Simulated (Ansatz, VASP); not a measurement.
## One calculation of Pt, two programs

Contents of POSCAR:

```
Pt
1.0
   -1.0176671736      1.6371167575      1.6371167575
    1.6371167575     -1.0176671736      1.6371167575
    1.6371167575      1.6371167575     -1.0176671736
Pt
1
Direct
    0.0000000000      0.0000000000      0.0000000000
```

File INCAR.step1:

```
PREC = Accurate
ENCUT = 520
ISMEAR = 0
SIGMA = 0.15
LREAL = F
LASPH = T
NELM = 100
NBANDS = 11
GGA = PE
ALGO = Normal
EDIFF = 1E-4
LWAVE = T
LCHARG = F
```

INCAR.step2

```
PREC = Accurate
ENCUT = 520
EDIFF = 1E-6
ISMEAR = 0
SIGMA = 0.15
LREAL = F
LASPH = T
NELM = 100
ALGO = Normal
ISIF = 2
LWAVE = F
LCHARG = F
METAGGA = R2SCAN
LMIXTAU = T
NBANDS = 11
ISTART = 1
```

File KPOINTS:

```
regular mesh
0
Gamma
  24 24 24
```

Input for Ansatz:

```yaml
crystal:
  lattice:
    - [-1.0176671736, 1.6371167575, 1.6371167575]
    - [1.6371167575, -1.0176671736, 1.6371167575]
    - [1.6371167575, 1.6371167575, -1.0176671736]
  atoms:
    - { symbol: Pt, position: [0.0, 0.0, 0.0] }
basis:
  ecutwfc: 500
kpoints:
  mp_grid: { grid: [24, 24, 24] }
hamiltonian:
  xc: r2scan
scf:
  occupations: { method: gaussian, width: 0.15 }
output:
  forces: true
  stress: true
  eigenvalues: true
```

Alike in both runs: task single point; functional r2SCAN; k mesh 24 × 24 × 24; occupations gaussian, width 0.15 eV; no spin polarisation.

```csv
,VASP,Ansatz
version,VASP 6.6.1,Ansatz 0.2.0
potentials or method,"VASP PAW PBE potentials, release 64 (Pt), cutoff 520 eV","scalar-relativistic, plane waves, PAW"
valence electrons in the cell,10,18
```

|  | VASP | Ansatz | Ansatz less VASP |
| --- | --- | --- | --- |
| gap on the k mesh at the Fermi level (eV) | none | none | - |
| pressure (GPa) | 26.5 | 25.6 | -0.90 |
| traceless stress, the component that is largest in VASP (GPa) | -0.74 | -0.72 | +0.022 |

VASP's potentials were made for PBE, not for r2SCAN. A gap of «none» marks a metal or a gap that the smearing closes. With one functional, cell and mesh, what is left measures potentials, basis and numerics. VASP's potentials hold 10 valence electrons a cell and Ansatz's 18, so a difference there can come from the potentials and not from the codes.

Spin-orbit coupling is off throughout.
